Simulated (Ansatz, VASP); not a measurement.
## One calculation of Hf, two programs

```
Hf
1.0
     3.11737    0.00000    0.00000
    -1.55869    2.69972    0.00000
     0.00000    0.00000   25.89920
Hf
5
Direct
  0.00000 0.00000 0.31276
  0.33333 0.66667 0.40249
  0.00000 0.00000 0.50000
  0.33333 0.66667 0.59751
  0.00000 0.00000 0.68724
```

Alike in both runs: functional LDA; k mesh 15 × 15 × 1; occupations fermi-dirac, width 0.1 eV; no spin polarisation.

Ansatz relaxed the structure, and its values are those at the end. VASP's run is a single point on that final structure, the one shown.

|  | VASP | Ansatz |
| --- | --- | --- |
| version | VASP 6.6.1 | Ansatz 0.2.0 |
| potentials or method | VASP PAW LDA potentials, release 64 (Hf_pv) | PAW with Ansatz's default frozen-core files, scalar-relativistic |
| plane-wave cutoff (eV) | 520 | 420 |
| valence electrons in the cell | 50 | 130 |

```tsv
	VASP	Ansatz	Ansatz less VASP
rms of the force components (eV/Å)	0.008	0.001	-0.0073
```

LDA's correlation is that of Perdew and Zunger in VASP and of Perdew and Wang (1992) in Ansatz. VASP's potentials hold 50 valence electrons a cell and Ansatz's 130, so a difference there can come from the potentials and not from the codes. Ansatz's warnings: stress scf threshold loose.

Spin-orbit coupling is off throughout.
